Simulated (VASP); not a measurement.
Write the native input for VASP 6.6.1 that does the following.

```yaml
Task: single point
Functional: PBE
Potentials_or_basis: VASP PAW PBE potentials, release 64 (Ca_sv, Pt, S)
Cutoff: 520 eV
k_mesh: 3 × 3 × 3
Occupations: gaussian, width 0.1 eV
Spin: collinear spin
Starting_moments: "[0.0, 0.0, 1.0, 1.0, 0.0, 0.0, 0.0, 0.0, 0.0, 0.0] μB"
Dipole_correction: no
Further_INCAR_settings: ALGO = Normal; EDIFF = 1e-06; NBANDS = 53
```

The structure of CaPtS3 lies in POSCAR:

```
CaPtS3
1.0
    3.4968874848      2.0189289307      4.6234052125
   -3.4968874848      2.0189289307      4.6234052125
    0.0000000000     -4.0378578613      4.6234052125
Ca Pt S
2 2 6
Direct
    0.7500000000      0.7500000000      0.7500000000
    0.2500000000      0.2500000000      0.2500000000
    0.5000000000      0.5000000000      0.5000000000
    0.0000000000      0.0000000000      0.0000000000
    0.8565320924      0.2500000000      0.6434679076
    0.6434679076      0.8565320924      0.2500000000
    0.2500000000      0.6434679076      0.8565320924
    0.1434679076      0.7500000000      0.3565320924
    0.3565320924      0.1434679076      0.7500000000
    0.7500000000      0.3565320924      0.1434679076
```

These files were run (other wordings do the same):

INCAR

```
SYSTEM = CaPtS3
  PREC = Accurate
  ENCUT = 520
  EDIFF = 1E-6
  ISMEAR = 0
  SIGMA = 0.1
  LREAL = .False.
  LASPH = .True.
  NELM = 150
  ALGO = Normal
  ISIF = 2
  LWAVE = .False.
  LCHARG = .False.
  ISPIN = 2
  MAGMOM = 0 0 1 1 0 0 0 0 0 0
  LORBIT = 11
  LMAXMIX = 4
  GGA = PE
  NBANDS = 53
```

KPOINTS

```
Automatic mesh
0
Gamma
  3 3 3
  0 0 0
```

Potentials or basis: VASP PAW PBE potentials, release 64 (Ca_sv, Pt, S).

The run is started by

```bash
$ cat potpaw_PBE.64/Ca_sv/POTCAR potpaw_PBE.64/Pt/POTCAR potpaw_PBE.64/S/POTCAR > POTCAR
$ mpirun -np 1 vasp_std > vasp.out
```

Results of the run:

* Pressure: 0.1 GPa
* Largest force: 0.032 eV/Å
* Band gap on the k mesh: zero (filled and empty bands overlap)
* Net moment: 0.00 μB per cell
* Valence electrons inside the program's atomic spheres: Ca 8.12; Pt 9.26; S 3.66

Caveat: the k points lie up to 0.38 Å⁻¹ apart; spin-orbit coupling is left out, which moves the levels of the heavy elements.

Wall time 100 s on 1 thread of Intel(R) Xeon(R) 6975P-C (Granite Rapids) (shared host), peak memory 0.45 GiB.
